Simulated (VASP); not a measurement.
# Ba (Fm-3m) in VASP: a series of runs

Ba is run at these levels: PBEsol; tasks: single point.

All numbers are computed with VASP 6.6.1; they aren't measurements. Logs are shortened: lines on timing, memory, paths and dates and some standing lists are left out, and cuts for length are marked.

### 1 The cell of the first run

The structure is cubic, space group Fm-3m (No. 225). Conventional cell: a = 5.837 Å, b = 5.837 Å, c = 5.837 Å, α = 90.00°, β = 90.00°, γ = 90.00°. Within 5.4 Å of Ba (site symmetry m-3m) lie 12 Ba at 4.13 Å.

This isn't the form of Ba at room conditions, which is bcc.

### 2 Single point, PBEsol (49.73 Å³/atom)

INCAR reads:

```
SYSTEM = Ba
  PREC = Accurate
  ENCUT = 520
  EDIFF = 1E-7
  ISMEAR = -1
  SIGMA = 0.08
  LREAL = .False.
  LASPH = .True.
  NELM = 100
  ALGO = Normal
  ISIF = 2
  LWAVE = .False.
  LCHARG = .True.
  GGA = PS
  LELF = .True.
  LVHAR = .True.
  NBANDS = 11
```

KPOINTS reads:

```
regular mesh
0
Gamma
  12 12 12
  0 0 0
```

POSCAR reads:

```
Ba
1.0
    0.0000000000      2.9187295832      2.9187295832
    2.9187295832      0.0000000000      2.9187295832
    2.9187295832      2.9187295832      0.0000000000
Ba
1
Direct
    0.0000000000      0.0000000000      0.0000000000
```

Potentials or basis: VASP PAW PBE potentials, release 64 (Ba_sv).

Launch:

```bash
$ cat potpaw_PBE.64/Ba_sv/POTCAR > POTCAR
$ mpirun -np 1 vasp_std > vasp.out
```

OUTCAR:

```text
SYSTEM = Ba
   PREC = Accurate
   ENCUT = 520
   EDIFF = 1E-7
   ISMEAR = -1
   LREAL = .False.
   LASPH = .True.
   NELM = 100
   ISIF = 2
   GGA = PS

 ion  position               nearest neighbor table
   1  0.000  0.000  0.000-

  LATTYP: Found a face centered cubic cell.
 ALAT       =     5.8374591664

  Lattice vectors:

 A1 = (   0.0000000000,   2.9187295832,   2.9187295832)
 A2 = (   2.9187295832,   0.0000000000,   2.9187295832)
 A3 = (   2.9187295832,   2.9187295832,   0.0000000000)

Analysis of symmetry for initial positions (statically):
=====================================================================
 Subroutine PRICEL returns:
 Original cell was already a primitive cell.

 Routine SETGRP: Setting up the symmetry group for a
 face centered cubic supercell.

 Subroutine GETGRP returns: Found 48 space group operations
 (whereof 48 operations were pure point group operations)
 out of a pool of 48 trial point group operations.

The static configuration has the point symmetry O_h .

Analysis of symmetry for dynamics (positions and initial velocities):
=====================================================================
 Subroutine PRICEL returns:
 Original cell was already a primitive cell.

 Routine SETGRP: Setting up the symmetry group for a
 face centered cubic supercell.

 Subroutine GETGRP returns: Found 48 space group operations
 (whereof 48 operations were pure point group operations)
 out of a pool of 48 trial point group operations.

The dynamic configuration has the point symmetry O_h .

 Subroutine INISYM returns: Found 48 space group operations
 (whereof 48 operations are pure point group operations),
 and found     1 'primitive' translations

----------------------------------------------------------------------------------------

                                     Primitive cell

  volume of cell :      49.7292

  direct lattice vectors                    reciprocal lattice vectors
     0.000000000  2.918729583  2.918729583    -0.171307408  0.171307408  0.171307408
     2.918729583  0.000000000  2.918729583     0.171307408 -0.171307408  0.171307408
     2.918729583  2.918729583  0.000000000     0.171307408  0.171307408 -0.171307408

  length of vectors
     4.127706961  4.127706961  4.127706961     0.296713135  0.296713135  0.296713135

  position of ions in fractional coordinates (direct lattice)
     0.000000000  0.000000000  0.000000000

  ion indices of the primitive-cell ions
   primitive index   ion index
                 1           1

----------------------------------------------------------------------------------------

 KPOINTS: regular mesh

Automatic generation of k-mesh.
 Grid dimensions read from file:
 generate k-points for:   12   12   12

 Generating k-lattice:

  Cartesian coordinates                     Fractional coordinates (reciprocal lattice)
    -0.014275617  0.014275617  0.014275617     0.083333333  0.000000000  0.000000000
     0.014275617 -0.014275617  0.014275617     0.000000000  0.083333333  0.000000000
     0.014275617  0.014275617 -0.014275617     0.000000000  0.000000000  0.083333333

  Length of vectors
     0.024726095  0.024726095  0.024726095

  Shift w.r.t. Gamma in fractional coordinates (k-lattice)
     0.000000000  0.000000000  0.000000000

 Subroutine IBZKPT returns following result:
 ===========================================

 Found     72 irreducible k-points:

 Following reciprocal coordinates:
            Coordinates               Weight
  0.000000  0.000000  0.000000      1.000000
  0.083333  0.000000  0.000000      8.000000
  0.166667  0.000000  0.000000      8.000000
  0.250000  0.000000  0.000000      8.000000
  0.333333  0.000000  0.000000      8.000000
  0.416667  0.000000  0.000000      8.000000
[... 16 lines left out ...]
  0.500000  0.166667  0.000000     24.000000
 -0.416667  0.166667  0.000000     24.000000
 [... further k-points ...]
   k-points           NKPTS =     72   k-points in BZ     NKDIM =     72   number of bands    NBANDS=     11
   number of dos      NEDOS =    301   number of ions     NIONS =      1
   total plane-waves  NPLWV =  32768
   dimension x,y,z NGX =    32 NGY =   32 NGZ =   32
   dimension x,y,z NGXF=    64 NGYF=   64 NGZF=   64
   ions per type =               1
   NGX,Y,Z   is equivalent  to a cutoff of  12.89, 12.89, 12.89 a.u.
   NGXF,Y,Z  is equivalent  to a cutoff of  25.78, 25.78, 25.78 a.u.
 SYSTEM =  Ba
   PREC   = accura    normal or accurate (medium, high low for compatibility)
   ISTART =      0    job   : 0-new  1-cont  2-samecut
   ICHARG =      2    charge: 1-file 2-atom 10-const
   ISPIN  =      1    spin polarized calculation?
   LNONCOLLINEAR =      F non collinear calculations
   LSORBIT =      F    spin-orbit coupling
   LASPH  =      T    aspherical Exc in radial PAW
   ENCUT  =  520.0 eV  38.22 Ry    6.18 a.u.   7.67  7.67  7.67*2*pi/ulx,y,z
   NELM   =    100;   NELMIN=  2; NELMDL= -5     # of ELM steps
[... 57 lines left out ...]
  band No.  band energies     occupation
      1     -26.0987      2.00000
      2     -10.8257      2.00000
      3     -10.8257      2.00000
      4     -10.8257      2.00000
      5      -0.4308      2.00000
      6       4.4193      0.00000
      7       4.4193      0.00000
      8       4.4193      0.00000
      9       6.4869      0.00000
     10       6.4869      0.00000
     11       8.9638      0.00000

 k-point     2 :       0.0833    0.0000    0.0000
  band No.  band energies     occupation
      1     -26.0913      2.00000
      2     -10.8987      2.00000
      3     -10.8341      2.00000
      4     -10.8341      2.00000
      5      -0.2639      2.00000
      6       4.2273      0.00000
      7       4.4973      0.00000
      8       4.4973      0.00000
      9       6.3647      0.00000
     10       6.3647      0.00000
     11       9.3513      0.00000

 k-point     3 :       0.1667    0.0000    0.0000
  band No.  band energies     occupation
      1     -26.0712      2.00000
      2     -11.0909      2.00000
      3     -10.8570      2.00000
      4     -10.8570      2.00000
      5       0.1840      2.00000
      6       3.8480      0.00000
      7       4.6495      0.00000
      8       4.6495      0.00000
      9       6.1936      0.00000
     10       6.1936      0.00000
     11       9.8162      0.00000

 k-point     4 :       0.2500    0.0000    0.0000
  band No.  band energies     occupation
      1     -26.0435      2.00000
      2     -11.3386      2.00000
      3     -10.8878      2.00000
      4     -10.8878      2.00000
      5       0.7482      2.00000
      6       3.5967      0.00000
      7       4.6425      0.00000
      8       4.6425      0.00000
      9       6.3739      0.00000
     10       6.3739      0.00000
     11       9.2830      0.00000

 k-point     5 :       0.3333    0.0000    0.0000
  band No.  band energies     occupation
      1     -26.0154      2.00000
      2     -11.5718      2.00000
      3     -10.9182      2.00000
      4     -10.9182      2.00000
      5       1.1659      2.00000
      6       3.7091      0.00000
      7       4.4569      0.00000
      8       4.4569      0.00000
      9       6.9815      0.00000
     10       6.9815      0.00000
     11       8.8611      0.00000
[... 211 lines left out ...]
 k-point    21 :       0.3333    0.1667    0.0000
  band No.  band energies     occupation
      1     -26.0158      2.00000
      2     -11.4359      2.00000
      3     -10.9936      2.00000
      4     -10.9873      2.00000
      5       1.3539      2.00000
      6       3.0655      0.00046
      7       4.0766      0.00000
      8       5.1625      0.00000
      9       6.2415      0.00000
     10       7.4416      0.00000
     11      10.4763      0.00000

 k-point    22 :       0.4167    0.1667    0.0000
  band No.  band energies     occupation
      1     -25.9926      2.00000
      2     -11.6009      2.00000
      3     -11.0491      2.00000
      4     -11.0057      2.00000
      5       1.7041      1.99965
      6       3.1788      0.00011
      7       3.8604      0.00000
      8       4.9818      0.00000
      9       7.1492      0.00000
     10       8.0209      0.00000
     11      10.0640      0.00000

 k-point    23 :       0.5000    0.1667    0.0000
  band No.  band energies     occupation
      1     -25.9781      2.00000
      2     -11.6973      2.00000
      3     -11.1009      2.00000
      4     -11.0044      2.00000
      5       1.8438      1.99799
      6       3.2249      0.00006
      7       4.0869      0.00000
      8       4.8039      0.00000
      9       7.9782      0.00000
     10       8.1776      0.00000
     11       9.8301      0.00000

 k-point    24 :      -0.4167    0.1667    0.0000
  band No.  band energies     occupation
      1     -25.9762      2.00000
      2     -11.7055      2.00000
      3     -11.1334      2.00000
      4     -10.9839      2.00000
      5       1.9022      1.99583
      6       3.2675      0.00004
      7       4.1655      0.00000
      8       4.7198      0.00000
      9       7.5778      0.00000
     10       8.4666      0.00000
     11       9.7789      0.00000

 [... further k-points ...]

------------------------ aborting loop because EDIFF is reached ----------------------------------------

  FORCE on cell =-STRESS in cart. coord.  units (eV):
  Direction    XX          YY          ZZ          XY          YZ          ZX
  --------------------------------------------------------------------------------------
  -------------------------------------------------------------------------------------
  Total        0.5633401      0.5633401      0.5633401     -0.0000000     -0.0000000      0.0000000
  in kB       18.1497089     18.1497089     18.1497089     -0.0000000     -0.0000000      0.0000000
  external PRESSURE =      18.1497089 kB  Pullay stress =       0.0000000 kB

 VOLUME and BASIS-vectors are now :
 -----------------------------------------------------------------------------
  energy-cutoff  :      520.00
  volume of cell :       49.73
      direct lattice vectors                 reciprocal lattice vectors
     0.000000000  2.918729583  2.918729583    -0.171307408  0.171307408  0.171307408
     2.918729583  0.000000000  2.918729583     0.171307408 -0.171307408  0.171307408
     2.918729583  2.918729583  0.000000000     0.171307408  0.171307408 -0.171307408

 POSITION                                       TOTAL-FORCE (eV/Angst)
 -----------------------------------------------------------------------------------
      0.00000      0.00000      0.00000         0.000000      0.000000     -0.000000
 -----------------------------------------------------------------------------------
    total drift:                                0.000000      0.000000      0.000000

  FREE ENERGIE OF THE ION-ELECTRON SYSTEM (eV)
  ---------------------------------------------------
  free  energy   TOTEN  =        -2.1016899368 eV

  energy  without entropy=       -2.0694370826  energy(sigma->0) =       -2.08556351
```

It took 10 s on 1 thread of Intel Xeon 6975P-C (Granite Rapids), shared host; peak memory 0.19 GiB.

What came out:

| Property | Result |
| --- | --- |
| Free energy | -2.1017 eV |
| Pressure | 1.8 GPa |
| Band gap on the k mesh | zero (bands 5 and 6 overlap by 0.71 eV) |

Levels at points of the mesh, in eV from the Fermi level:
```tsv
k point	band 2	band 3	band 4	band 5	band 6	band 7	band 8	band 9
(0.00, 0.00, 0.00)	-13.22	-13.22	-13.22	-2.83	2.02	2.02	2.02	4.09
(0.50, 0.00, 0.00)	-14.19	-13.34	-13.34	-1.06	1.82	1.82	1.95	5.71
(0.50, 0.50, 0.00)	-14.12	-13.56	-13.56	-1.12	-0.44	3.23	5.75	6.23
```

Caveat: the PAW data sets were made with another functional, which shifts forces and pressure a little; spin-orbit coupling is left out, which moves the levels of the heavy elements.

### 3 Single point, PBEsol (55.58 Å³/atom)

This run uses another cell than the first one, of 55.58 Å³/atom.

INCAR reads:

```
ALGO = Normal ; EDIFF = 1E-7
ENCUT = 520 ; GGA = PS
ISIF = 2 ; ISMEAR = -1
LASPH = True ; LCHARG = False
LREAL = False ; LWAVE = False
NBANDS = 11 ; NELM = 60
PREC = Accurate ; SIGMA = 0.08
```

KPOINTS reads:

```
k-points
0
Gamma
  12 12 12
```

POSCAR reads:

```
Ba
1.0
    0.0000000000      3.0289731238      3.0289731238
    3.0289731238      0.0000000000      3.0289731238
    3.0289731238      3.0289731238      0.0000000000
Ba
1
Direct
    0.0000000000      0.0000000000      0.0000000000
```

Potentials or basis: VASP PAW PBE potentials, release 64 (Ba_sv).

Launch:

```bash
$ cat potpaw_PBE.64/Ba_sv/POTCAR > POTCAR
$ mpirun -np 1 vasp_std > vasp.out
```

It took 11 s on 1 thread of Intel Xeon 6975P-C (Granite Rapids), shared host; peak memory 0.19 GiB.

The run converged. Its results:

* Free energy: -2.1431 eV
* Pressure: 0.5 GPa
* Band gap on the k mesh: zero (bands 5 and 6 overlap by 0.47 eV)

Levels at points of the mesh, in eV from the Fermi level:
| k point | band 2 | band 3 | band 4 | band 5 | band 6 | band 7 | band 8 | band 9 |
| --- | --- | --- | --- | --- | --- | --- | --- | --- |
| (0.00, 0.00, 0.00) | -13.50 | -13.50 | -13.50 | -2.84 | 1.90 | 1.90 | 1.90 | 3.72 |
| (0.50, 0.00, 0.00) | -14.20 | -13.59 | -13.59 | -1.02 | 1.48 | 1.73 | 1.73 | 5.14 |
| (0.50, 0.50, 0.00) | -14.15 | -13.75 | -13.75 | -0.97 | -0.31 | 2.62 | 5.16 | 5.58 |

Caveat: the PAW data sets were made with another functional, which shifts forces and pressure a little; spin-orbit coupling is left out, which moves the levels of the heavy elements.

### 4 Single point, PBEsol (55.58 Å³/atom)

This run uses another cell than the first one, of 55.58 Å³/atom.

INCAR reads:

```
SYSTEM = Ba
PREC = Accurate
ENCUT = 520
EDIFF = 1E-6
ISMEAR = -1
SIGMA = 0.08
LREAL = .False.
LASPH = .True.
NELM = 60
ALGO = Normal
ISIF = 2
LWAVE = .False.
LCHARG = .False.
GGA = PS
NBANDS = 11
```

KPOINTS reads:

```
Automatic mesh
0
Gamma
  12 12 12
  0 0 0
```

POSCAR is that of step 3.

Launch:

```bash
$ cat potpaw_PBE.64/Ba_sv/POTCAR > POTCAR
$ mpirun -np 1 vasp_std > vasp.out
```

Run time: 9.1 s. Hardware: 1 thread of Intel Xeon 6975P-C (Granite Rapids), shared host; peak memory 0.19 GiB.

Results (log left out):

```
Free energy            : -2.1431 eV
Pressure               : 0.5 GPa
Band gap on the k mesh : zero (bands 5 and 6 overlap by 0.47 eV)
```

Levels at points of the mesh, in eV from the Fermi level:
| k point | band 2 | band 3 | band 4 | band 5 | band 6 | band 7 | band 8 | band 9 |
| --- | --- | --- | --- | --- | --- | --- | --- | --- |
| (0.00, 0.00, 0.00) | -13.50 | -13.50 | -13.50 | -2.84 | 1.90 | 1.90 | 1.90 | 3.72 |
| (0.50, 0.00, 0.00) | -14.20 | -13.59 | -13.59 | -1.02 | 1.48 | 1.73 | 1.73 | 5.14 |
| (0.50, 0.50, 0.00) | -14.15 | -13.75 | -13.75 | -0.97 | -0.31 | 2.62 | 5.16 | 5.58 |

Caveat: the PAW data sets were made with another functional, which shifts forces and pressure a little; spin-orbit coupling is left out, which moves the levels of the heavy elements.

### 5 Single point, PBEsol

This run uses another cell than the first one, of 58.50 Å³/atom.

INCAR reads:

```
PREC     = Accurate       # precision mode
ENCUT    = 520            # plane-wave cutoff, eV
EDIFF    = 1E-7           # SCF threshold, eV
ISMEAR   = -1             # smearing method
SIGMA    = 0.08           # smearing width, eV
LREAL    = F              # projectors in reciprocal space
LASPH    = T              # aspherical terms in the spheres
NELM     = 60             # most SCF steps
ALGO     = Normal         # electronic algorithm
ISIF     = 2              # what is computed and relaxed
LWAVE    = F              # write WAVECAR
LCHARG   = F              # write CHGCAR
GGA      = PS             # functional
NBANDS   = 11             # bands
```

KPOINTS reads:

```
regular mesh
0
Gamma
  12 12 12
```

POSCAR reads:

```
Ba
1.0
    0.0000000000      3.0812070632      3.0812070632
    3.0812070632      0.0000000000      3.0812070632
    3.0812070632      3.0812070632      0.0000000000
Ba
1
Direct
    0.0000000000      0.0000000000      0.0000000000
```

Launch:

```bash
$ cat potpaw_PBE.64/Ba_sv/POTCAR > POTCAR
$ mpirun -np 1 vasp_std > vasp.out
```

Wall time 9.2 s (1 thread of Intel Xeon 6975P-C (Granite Rapids), shared host); peak memory 0.2 GiB.

Results (log left out):

```
Free energy            : -2.1487 eV
Pressure               : 0.1 GPa
Band gap on the k mesh : zero (bands 5 and 6 overlap by 0.41 eV)
```

Levels at points of the mesh, in eV from the Fermi level:
| k point | band 2 | band 3 | band 4 | band 5 | band 6 | band 7 | band 8 | band 9 |
| --- | --- | --- | --- | --- | --- | --- | --- | --- |
| (0.00, 0.00, 0.00) | -13.63 | -13.63 | -13.63 | -2.84 | 1.84 | 1.84 | 1.84 | 3.56 |
| (0.50, 0.00, 0.00) | -14.22 | -13.71 | -13.71 | -1.01 | 1.30 | 1.68 | 1.68 | 4.89 |
| (0.50, 0.50, 0.00) | -14.18 | -13.84 | -13.84 | -0.91 | -0.26 | 2.37 | 4.91 | 5.30 |

Caveat: the PAW data sets were made with another functional, which shifts forces and pressure a little; spin-orbit coupling is left out, which moves the levels of the heavy elements.

### 6 Single point, PBEsol (58.50 Å³/atom)

This run uses another cell than the first one, of 58.50 Å³/atom.

INCAR reads:

```
SYSTEM = Ba
ALGO     = Normal         ! electronic algorithm
EDIFF    = 1E-6           ! SCF threshold, eV
ENCUT    = 520            ! plane-wave cutoff, eV
GGA      = PS             ! functional
ISIF     = 2              ! what is computed and relaxed
ISMEAR   = -1             ! smearing method
LASPH    = .TRUE.         ! aspherical terms in the spheres
LCHARG   = .FALSE.        ! write CHGCAR
LREAL    = .FALSE.        ! projectors in reciprocal space
LWAVE    = .FALSE.        ! write WAVECAR
NBANDS   = 11             ! bands
NELM     = 80             ! most SCF steps
PREC     = Accurate       ! precision mode
SIGMA    = 0.08           ! smearing width, eV
```

KPOINTS reads:

```
k-points
0
G
  12 12 12
  0 0 0
```

POSCAR is that of step 5.

Potentials or basis: VASP PAW PBE potentials, release 64 (Ba_sv).

Launch:

```bash
$ cat potpaw_PBE.64/Ba_sv/POTCAR > POTCAR
$ mpirun -np 1 vasp_std > vasp.out
```

It took 9.1 s on 1 thread of Intel Xeon 6975P-C (Granite Rapids), shared host; peak memory 0.19 GiB.

Results (log left out):

* Free energy: -2.1487 eV
* Pressure: 0.1 GPa
* Band gap on the k mesh: zero (bands 5 and 6 overlap by 0.41 eV)

Levels at points of the mesh, in eV from the Fermi level:
```
           k point  band 2  band 3  band 4  band 5  band 6  band 7  band 8  band 9
(0.00, 0.00, 0.00)  -13.63  -13.63  -13.63   -2.84    1.84    1.84    1.84    3.56
(0.50, 0.00, 0.00)  -14.22  -13.71  -13.71   -1.01    1.30    1.68    1.68    4.89
(0.50, 0.50, 0.00)  -14.18  -13.84  -13.84   -0.91   -0.26    2.37    4.91    5.30
```

Caveat: the PAW data sets were made with another functional, which shifts forces and pressure a little; spin-orbit coupling is left out, which moves the levels of the heavy elements.

### 7 Summary

| cell | gap on the mesh (eV) | pressure (GPa) |
| --- | --- | --- |
| a = 4.128 Å, angles 60.0°, 1 atom | none | 1.8 |
| a = 4.284 Å, angles 60.0°, 1 atom | none | 0.5 |
| a = 4.357 Å, angles 60.0°, 1 atom | none | 0.1 |

Alike in all rows: task single point; level PBEsol; potentials or basis VASP PAW PBE potentials, release 64 (Ba_sv); no spin polarisation; k mesh 12 × 12 × 12; cutoff (eV) 520; smearing fermi-dirac 0.08 eV.

Caveats: the PAW data sets were made with another functional, which shifts forces and pressure a little; spin-orbit coupling is left out, which moves the levels of the heavy elements.

Absolute energies hang on the potentials; compare differences alone.
